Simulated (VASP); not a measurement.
# RuC5 (P6/mmm) in VASP: further runs, part 2 of 2

VASP 6.6.1. Earlier steps stand in the parts before.

### Step 3. Relaxation of cell and atoms, PBE

This run uses another cell than the first one, of 9.25 Å³/atom, 0.597 times its volume.

Contents of INCAR:

```
SYSTEM = RuC5
PREC = Accurate
ENCUT = 600
EDIFF = 1E-6
ISMEAR = 0
SIGMA = 0.1
LREAL = .False.
LASPH = .True.
NELM = 100
ALGO = Normal
ISIF = 3
LWAVE = .False.
LCHARG = .False.
GGA = PE
IBRION = 2
NSW = 90
EDIFFG = -0.04
```

Contents of KPOINTS:

```
Automatic mesh
0
Gamma
  6 6 6
  0 0 0
```

Contents of POSCAR:

```
RuC5
1.0
    4.8075565036      0.0000000000      0.0000000000
   -2.4037782518      4.1634660623      0.0000000000
    0.0000000000      0.0000000000      2.7728094261
Ru C
1 5
Direct
    0.0000000000      0.0000000000      0.0000000000
    0.5000000000      0.0000000000      0.0000000000
    0.0000000000      0.5000000000      0.0000000000
    0.5000000000      0.5000000000      0.0000000000
    0.3333333333      0.6666666667      0.0000000000
    0.6666666667      0.3333333333      0.0000000000
```

Potentials or basis: VASP PAW PBE potentials, release 64 (Ru_pv, C).

Launch:

```sh
$ cat potpaw_PBE.64/Ru_pv/POTCAR potpaw_PBE.64/C/POTCAR > POTCAR
$ mpirun -np 1 vasp_std > vasp.out
```

OUTCAR:

```text
SYSTEM = RuC5
   PREC = Accurate
   ENCUT = 600
   EDIFF = 1E-6
   ISMEAR = 0
   LREAL = .False.
   LASPH = .True.
   NELM = 100
   ISIF = 3
   GGA = PE
   IBRION = 2
   NSW = 90
   EDIFFG = -0.04

 ion  position               nearest neighbor table
   1  0.000  0.000  0.000-   2 2.40   2 2.40   4 2.40   3 2.40   3 2.40   4 2.40
   2  0.500  0.000  0.000-   5 1.39   6 1.39   1 2.40   1 2.40
   3  0.000  0.500  0.000-   5 1.39   6 1.39   1 2.40   1 2.40
   4  0.500  0.500  0.000-   5 1.39   6 1.39   1 2.40   1 2.40
   5  0.333  0.667  0.000-   3 1.39   2 1.39   4 1.39
   6  0.667  0.333  0.000-   3 1.39   2 1.39   4 1.39

  LATTYP: Found a hexagonal cell.
 ALAT       =     4.8075565036
 C/A-ratio  =     0.5767606525

  Lattice vectors:

 A1 = (   4.8075565036,   0.0000000000,   0.0000000000)
 A2 = (  -2.4037782518,   4.1634660623,   0.0000000000)
 A3 = (   0.0000000000,   0.0000000000,   2.7728094261)

[... 180 lines left out ...]
  ext. energy  EPLUGINS =         0.00000000
  ---------------------------------------------------
  free energy    TOTEN  =       -46.32941381 eV

  energy without entropy =      -46.30853191  energy(sigma->0) =      -46.31897286

------------------------ aborting loop because EDIFF is reached ----------------------------------------

  FORCE on cell =-STRESS in cart. coord.  units (eV):
  Direction    XX          YY          ZZ          XY          YZ          ZX
  --------------------------------------------------------------------------------------
  -------------------------------------------------------------------------------------
  Total       -0.1724346     -0.1724346      0.2756560      0.0000000     -0.0000000      0.0000000
  in kB       -4.9777792     -4.9777792      7.9575367      0.0000000     -0.0000000      0.0000000
  external PRESSURE =      -0.6660072 kB  Pullay stress =       0.0000000 kB
[... 67 lines left out ...]
--------------------------------------- Ionic step        3  -------------------------------------------

 number of electron      34.0000004 magnetization

 Free energy of the ion-electron system (eV)
  ---------------------------------------------------
  ext. energy  EPLUGINS =         0.00000000
  ---------------------------------------------------
  free energy    TOTEN  =       -46.32981514 eV

  energy without entropy =      -46.30896252  energy(sigma->0) =      -46.31938883

 E-fermi :   6.9002     XC(G=0): -11.8510

 val. band max:        6.9000790516   @ k =   0.5000  -0.0000   0.5000
 cond. band min:       6.9986280803   @ k =   0.3333   0.0000   0.3333
 fundamental gap:      0.0985490287
 Fermi energy:         6.9001909550

 k-point     1 :       0.0000    0.0000    0.0000
  band No.  band energies     occupation
      1     -35.4588      2.00000
      2     -35.4588      2.00000
      3     -35.0934      2.00000
      4     -11.7016      2.00000
      5      -8.2654      2.00000
      6      -5.9962      2.00000
[... 565 lines left out ...]
     20       9.3624      0.00000
     21      10.8503      0.00000

 [... further k-points ...]
[... 5 lines left out ...]
  --------------------------------------------------------------------------------------
  -------------------------------------------------------------------------------------
  Total        0.1751117      0.1751117      0.2196985      0.0000000      0.0000000      0.0000000
  in kB        5.0571396      5.0571396      6.3447859      0.0000000      0.0000000      0.0000000
  external PRESSURE =       5.4863550 kB  Pullay stress =       0.0000000 kB
[... 21 lines left out ...]
  FREE ENERGIE OF THE ION-ELECTRON SYSTEM (eV)
  ---------------------------------------------------
  free  energy   TOTEN  =       -46.3298151391 eV

  energy  without entropy=      -46.3089625229  energy(sigma->0) =      -46.31938883

 reached required accuracy - stopping structural energy minimisation
```

OSZICAR:

```text
N       E                     dE             d eps       ncg     rms          rms(c)
DAV:   1     0.268240131708E+03    0.26824E+03   -0.20280E+04  1176   0.177E+03
DAV:   2    -0.336889965992E+02   -0.30193E+03   -0.29024E+03  1384   0.419E+02
DAV:   3    -0.528697559858E+02   -0.19181E+02   -0.18335E+02  1585   0.939E+01
DAV:   4    -0.534956917189E+02   -0.62594E+00   -0.59237E+00  1470   0.145E+01
[... 22 lines left out ...]
DAV:   2    -0.463302653949E+02   -0.13386E-03   -0.21025E-03  1383   0.333E-01    0.167E-01
DAV:   3    -0.463298362259E+02    0.42917E-03   -0.98284E-04  1414   0.254E-01    0.281E-02
DAV:   4    -0.463298165162E+02    0.19710E-04   -0.65925E-05  1302   0.478E-02    0.987E-03
DAV:   5    -0.463298153455E+02    0.11706E-05   -0.56537E-06  1337   0.175E-02    0.367E-03
DAV:   6    -0.463298151391E+02    0.20642E-06   -0.39443E-07   713   0.505E-03
   3 F= -.46329815E+02 E0= -.46319389E+02  d E =-.401334E-03
```

CONTCAR:

```text
RuC5
   1.00000000000000
     4.8026556738742396    0.0000000000000000    0.0000000000000000
    -2.4013278369371198    4.1592218192577066    0.0000000000000000
     0.0000000000000000   -0.0000000000000000    2.7773280714830761
  Ru              C
     1     5
Direct
     0.0000000000000000    0.0000000000000000    0.0000000000000000
     0.5000000000000000    0.0000000000000000    0.0000000000000000
     0.0000000000000000    0.5000000000000000    0.0000000000000000
     0.5000000000000000    0.5000000000000000    0.0000000000000000
     0.3333333332999970    0.6666666667000030    0.0000000000000000
     0.6666666667000030    0.3333333332999970    0.0000000000000000

  0.00000000E+00  0.00000000E+00  0.00000000E+00
  0.00000000E+00  0.00000000E+00  0.00000000E+00
  0.00000000E+00  0.00000000E+00  0.00000000E+00
  0.00000000E+00  0.00000000E+00  0.00000000E+00
  0.00000000E+00  0.00000000E+00  0.00000000E+00
  0.00000000E+00  0.00000000E+00  0.00000000E+00
```

Run time: 59 s. Hardware: 1 thread of Intel Xeon 6975P-C (Granite Rapids), shared host; peak memory 0.2 GiB.

Results:

```yaml
Free_energy: -46.3298 eV
Relaxed_volume: 9.25 Å³/atom
Relaxed_cell: a = 4.803 Å, b = 4.803 Å, c = 2.777 Å, α = 90.00°, β = 90.00°, γ = 120.00°
Space_group_after_relaxing_to_0.05_Å: P6/mmm (No. 191)
Energy_gained_by_relaxing: 0.1 meV/atom
Ionic_steps: 3
Pressure_after_relaxing: 0.5 GPa
Band_gap_on_the_k_mesh: zero (band 17 reaches 7.42 eV, above the bottom of band 18 at 6.56 eV)
```

Step by step:
```csv
step,energy change (eV),largest force (eV/Å),pressure (GPa),volume (Å³)
1,0.0000,0.0000,-0.07,55.50
2,-0.0003,0.0000,0.76,55.47
3,-0.0004,0.0000,0.55,55.48
```

Final structure:
```
Ru C
1.0
     4.80266    0.00000    0.00000
    -2.40133    4.15922    0.00000
     0.00000    0.00000    2.77733
Ru C
1 5
Cartesian
  0.0000 0.0000 0.0000
  2.4013 0.0000 0.0000
  -1.2007 2.0796 0.0000
  1.2007 2.0796 0.0000
  0.0000 2.7728 0.0000
  2.4013 1.3864 0.0000
```

Levels at points of the mesh, in eV from the Fermi level:
| k point | band 14 | band 15 | band 16 | band 17 | band 18 | band 19 | band 20 | band 21 |
| --- | --- | --- | --- | --- | --- | --- | --- | --- |
| (0.00, 0.00, 0.00) | -0.54 | -0.54 | 0.18 | 0.18 | 0.45 | 1.04 | 2.15 | 2.15 |
| (0.50, 0.00, 0.00) | -1.83 | -1.79 | -0.19 | -0.06 | 0.58 | 2.50 | 4.33 | 4.99 |
| (0.00, 0.00, 0.50) | -1.80 | -1.80 | -0.51 | -0.51 | -0.27 | -0.27 | 0.32 | 2.63 |
| (0.50, 0.00, 0.50) | -2.29 | -1.41 | -0.82 | -0.39 | 0.00 | 1.55 | 3.01 | 4.57 |

Caveat: the k points lie up to 0.38 Å⁻¹ apart in the final cell.

### Step 4. Relaxation of cell and atoms, PBE

Contents of INCAR:

```
SYSTEM = RuC5
  PREC = Accurate
  ENCUT = 600
  EDIFF = 1E-6
  ISMEAR = 0
  SIGMA = 0.1
  LREAL = .False.
  LASPH = .True.
  NELM = 80
  ALGO = Normal
  ISIF = 3
  LWAVE = .False.
  LCHARG = .False.
  GGA = PE
  IBRION = 2
  NSW = 90
  EDIFFG = -0.04
```

Contents of KPOINTS:

```
Automatic mesh
0
Gamma
  6 6 4
  0 0 0
```

Contents of POSCAR:

```
RuC5
1.0
    4.8045398800      0.0000000000      0.0000000000
   -2.4022699400      4.1608535900      0.0000000000
    0.0000000000      0.0000000000      4.6494888900
Ru C
1 5
Direct
    0.0000000000      0.0000000000      0.0000000000
    0.5000000000      0.0000000000      0.0000000000
    0.0000000000      0.5000000000      0.0000000000
    0.5000000000      0.5000000000      0.0000000000
    0.3333333300      0.6666666700      0.0000000000
    0.6666666700      0.3333333300      0.0000000000
```

Launch:

```sh
$ cat potpaw_PBE.64/Ru_pv/POTCAR potpaw_PBE.64/C/POTCAR > POTCAR
$ mpirun -np 1 vasp_std > vasp.out
```

Run time: 8.3 min. Hardware: 1 thread of Intel Xeon 6975P-C (Granite Rapids), shared host; peak memory 0.26 GiB.

Results (log left out):

| Item | Value |
| --- | --- |
| Free energy | -46.4449 eV |
| Relaxed volume | 9.24 Å³/atom |
| Relaxed cell | a = 4.805 Å, b = 4.805 Å, c = 2.773 Å, α = 90.00°, β = 90.00°, γ = 120.00° |
| Space group after relaxing (to 0.05 Å) | P6/mmm (No. 191) |
| Energy gained by relaxing | 161.1 meV/atom |
| Ionic steps | 17 |
| Pressure after relaxing | 0.2 GPa |
| Band gap on the k mesh | zero (band 17 reaches 7.44 eV, above the bottom of band 18 at 6.48 eV) |

Stress tensor (GPa, compression positive):
```
 0.32  0.00  0.00
 0.00  0.32  0.00
 0.00  0.00 -0.03
```

Step by step:
```
step  energy change (eV)  largest force (eV/Å)  pressure (GPa)  volume (Å³)
   1              0.0000                0.0000           -3.09        92.95
   2              0.0284                0.0000            4.60        88.98
   3             -0.0163                0.0000           -0.34        91.43
   4             -0.0244                0.0000           -0.37        90.72
   5             -0.0514                0.0000           -0.46        88.59
   6             -0.1177                0.0000           -0.64        84.32
   7             -0.3091                0.0000           -0.98        75.78
   8             -0.8857                0.0000            1.22        58.69
   9             83.7341                0.0000         1291.52        24.48
  10             -0.9010                0.0000            1.75        58.04
  11             -0.9398                0.0000            6.27        53.79
  12             -0.9446                0.0000            3.56        55.76
  13             -0.9504                0.0000            4.46        54.99
  14             -0.9578                0.0000            3.65        54.74
  15             -0.9593                0.0000            3.09        54.56
  16             -0.9624                0.0000            2.33        54.79
  17             -0.9664                0.0000            0.20        55.46
```

Final structure:
```
Ru C
1.0
     4.80507    0.00000    0.00000
    -2.40254    4.16132    0.00000
     0.00000    0.00000    2.77349
Ru C
1 5
Direct
  0.00000 0.00000 0.00000
  0.50000 0.00000 0.00000
  0.00000 0.50000 0.00000
  0.50000 0.50000 0.00000
  0.33333 0.66667 0.00000
  0.66667 0.33333 0.00000
```

Levels at points of the mesh, in eV from the Fermi level:
```tsv
k point	band 14	band 15	band 16	band 17	band 18	band 19	band 20	band 21
(0.00, 0.00, 0.00)	-0.65	-0.65	0.11	0.11	0.36	0.92	2.04	2.04
(0.50, 0.00, 0.00)	-1.95	-1.90	-0.29	-0.13	0.50	2.39	4.20	4.89
(0.00, 0.00, 0.50)	-1.94	-1.94	-0.62	-0.62	-0.37	-0.37	0.27	2.52
(0.50, 0.00, 0.50)	-2.39	-1.49	-0.92	-0.50	-0.09	1.45	2.97	4.45
```

Caveat: the volume moved by over 15 % at a fixed basis, so the end points are rough.

### Step 5. Single point, PBE, collinear spin, ferromagnetic start

This run uses another cell than the first one, of 9.34 Å³/atom, 0.603 times its volume.

Contents of INCAR:

```
PREC = Accurate
ENCUT = 520
EDIFF = 1E-6
ISMEAR = 0
SIGMA = 0.1
LREAL = False
LASPH = True
NELM = 150
ALGO = Normal
ISIF = 2
LWAVE = False
LCHARG = False
ISPIN = 2
MAGMOM = 1 0 0 0 0 0
LORBIT = 11
LMAXMIX = 4
GGA = PE
NBANDS = 30
```

Contents of KPOINTS:

```
regular mesh
0
Gamma
  6 6 6
```

Contents of POSCAR:

```
RuC5
1.0
    4.8059603139      0.0000000000      0.0000000000
   -2.4029801570      4.1620837214      0.0000000000
    0.0000000000      0.0000000000      2.8007449400
Ru C
1 5
Direct
    0.0000000000      0.0000000000      0.0000000000
    0.5000000000      0.0000000000      0.0000000000
    0.0000000000      0.5000000000      0.0000000000
    0.5000000000      0.5000000000      0.0000000000
    0.3333333333      0.6666666667      0.0000000000
    0.6666666667      0.3333333333      0.0000000000
```

Potentials or basis: VASP PAW PBE potentials, release 64 (Ru_pv, C).

Launch:

```sh
$ cat potpaw_PBE.64/Ru_pv/POTCAR potpaw_PBE.64/C/POTCAR > POTCAR
$ mpirun -np 1 vasp_std > vasp.out
```

OUTCAR:

```text
PREC = Accurate
   ENCUT = 520
   EDIFF = 1E-6
   ISMEAR = 0
   LREAL = False
   LASPH = True
   NELM = 150
   ISIF = 2
   ISPIN = 2
   LORBIT = 11
   GGA = PE

 ion  position               nearest neighbor table
   1  0.000  0.000  0.000-   4 2.40   4 2.40   2 2.40   2 2.40   3 2.40   3 2.40
   2  0.500  0.000  0.000-   5 1.39   6 1.39   1 2.40   1 2.40
   3  0.000  0.500  0.000-   5 1.39   6 1.39   1 2.40   1 2.40
   4  0.500  0.500  0.000-   5 1.39   6 1.39   1 2.40   1 2.40
   5  0.333  0.667  0.000-   3 1.39   2 1.39   4 1.39
   6  0.667  0.333  0.000-   3 1.39   2 1.39   4 1.39

  LATTYP: Found a hexagonal cell.
 ALAT       =     4.8059603139
 C/A-ratio  =     0.5827648913

  Lattice vectors:

 A1 = (   4.8059603139,   0.0000000000,   0.0000000000)
 A2 = (  -2.4029801570,   4.1620837214,   0.0000000000)
 A3 = (   0.0000000000,   0.0000000000,   2.8007449400)

Analysis of symmetry for initial positions (statically):
=====================================================================
 Subroutine PRICEL returns:
 Original cell was already a primitive cell.

[... 1751 lines left out ...]
  Total       -0.0734219     -0.0734219      0.2097618      0.0000000      0.0000000     -0.0000000
  in kB       -2.0997704     -2.0997704      5.9989108      0.0000000      0.0000000     -0.0000000
  external PRESSURE =       0.5997900 kB  Pullay stress =       0.0000000 kB

 VOLUME and BASIS-vectors are now :
 -----------------------------------------------------------------------------
  energy-cutoff  :      520.00
  volume of cell :       56.02
      direct lattice vectors                 reciprocal lattice vectors
     4.805960314  0.000000000  0.000000000     0.208074960  0.120132134  0.000000000
    -2.402980157  4.162083721  0.000000000     0.000000000  0.240264268  0.000000000
     0.000000000  0.000000000  2.800744940     0.000000000  0.000000000  0.357047865

 POSITION                                       TOTAL-FORCE (eV/Angst)
 -----------------------------------------------------------------------------------
      0.00000      0.00000      0.00000        -0.000000      0.000000     -0.000000
      2.40298      0.00000      0.00000        -0.000000      0.000000     -0.000000
     -1.20149      2.08104      0.00000        -0.000000      0.000000     -0.000000
      1.20149      2.08104      0.00000        -0.000000      0.000000     -0.000000
     -0.00000      2.77472      0.00000        -0.000000      0.000000      0.000000
      2.40298      1.38736      0.00000         0.000000     -0.000000     -0.000000
 -----------------------------------------------------------------------------------
    total drift:                                0.000000      0.000000      0.000000

  FREE ENERGIE OF THE ION-ELECTRON SYSTEM (eV)
  ---------------------------------------------------
  free  energy   TOTEN  =       -46.3233998081 eV

  energy  without entropy=      -46.3057448357  energy(sigma->0) =      -46.31457232

 total charge

# of ion       s       p       d       tot
------------------------------------------
    1        0.263   6.124   6.027  12.414
    2        0.896   1.655   0.000   2.551
    3        0.896   1.655   0.000   2.551
    4        0.896   1.655   0.000   2.551
    5        0.839   1.793   0.000   2.632
    6        0.839   1.793   0.000   2.632
--------------------------------------------------
tot          4.631  14.673   6.027  25.332

 magnetization (x)

# of ion       s       p       d       tot
------------------------------------------
    1        0.010   0.003   0.493   0.505
    2        0.000  -0.009   0.000  -0.009
    3        0.000  -0.009   0.000  -0.009
    4        0.000  -0.009   0.000  -0.009
    5        0.001   0.005   0.000   0.006
    6        0.001   0.005   0.000   0.006
--------------------------------------------------
tot          0.013  -0.015   0.493   0.490
```

OSZICAR:

```text
N       E                     dE             d eps       ncg     rms          rms(c)
DAV:   1     0.217781104919E+03    0.21778E+03   -0.17421E+04  3360   0.108E+03
DAV:   2    -0.421247427416E+02   -0.25991E+03   -0.24577E+03  4010   0.299E+02
[... 17 lines left out ...]
DAV:  20    -0.463233629718E+02   -0.64054E-04   -0.66225E-04  3626   0.162E-01    0.357E-02
DAV:  21    -0.463233101673E+02    0.52804E-04   -0.86953E-04  3744   0.168E-01    0.473E-02
DAV:  22    -0.463232620046E+02    0.48163E-04   -0.18557E-03  3634   0.253E-01    0.359E-02
DAV:  23    -0.463233853759E+02   -0.12337E-03   -0.33602E-04  3588   0.111E-01    0.132E-02
DAV:  24    -0.463233992996E+02   -0.13924E-04   -0.58801E-05  3940   0.424E-02    0.305E-03
DAV:  25    -0.463233998081E+02   -0.50849E-06   -0.35068E-06  3140   0.911E-03
   1 F= -.46323400E+02 E0= -.46314572E+02  d E =-.176550E-01  mag=     0.5058
```

Wall time 89 s (1 thread of Intel Xeon 6975P-C (Granite Rapids), shared host); peak memory 0.23 GiB.

Results:

| Property | Result |
| --- | --- |
| Free energy | -46.3234 eV |
| Pressure | 0.1 GPa |
| Net moment | 0.50 μB per cell |
| Site moments | Ru +0.51; C -0.01, +0.01 μB |
| Valence electrons inside the program's atomic spheres | Ru 12.41; C 2.55, 2.63 |

Stress tensor (GPa, compression positive):
```
-0.21  0.00  0.00
 0.00 -0.21  0.00
 0.00  0.00  0.60
```

Caveat: the k points lie up to 0.37 Å⁻¹ apart.

### Step 6. The runs side by side

```tsv
task	spin	cell	k mesh	cutoff (eV)	gap on the mesh (eV)	pressure (GPa)
single point	off	a = 4.805, b = 4.805, c = 4.649 Å, angles 90.0, 90.0, 120.0°, 6 atoms	6 × 6 × 4	520	none	-2.9
relaxation of cell and atoms	off	relaxed from a = 4.808, b = 4.808, c = 2.773 Å, angles 90.0, 90.0, 120.0°, 6 atoms	6 × 6 × 6	600	none	0.5
relaxation of cell and atoms	off	relaxed from a = 4.805, b = 4.805, c = 4.649 Å, angles 90.0, 90.0, 120.0°, 6 atoms	6 × 6 × 4	600	none	0.2
single point	collinear, ferromagnetic start	a = 4.806, b = 4.806, c = 2.801 Å, angles 90.0, 90.0, 120.0°, 6 atoms	6 × 6 × 6	520	none	0.1
```

Alike in all rows: level PBE; potentials or basis VASP PAW PBE potentials, release 64 (Ru_pv, C); smearing gaussian 0.1 eV.

Caveats: some runs use coarse meshes; the volume moved by over 15 % at a fixed basis, so the end points are rough (some runs).

Total energies depend on the potentials used, so only differences within one code and one set of settings carry meaning.
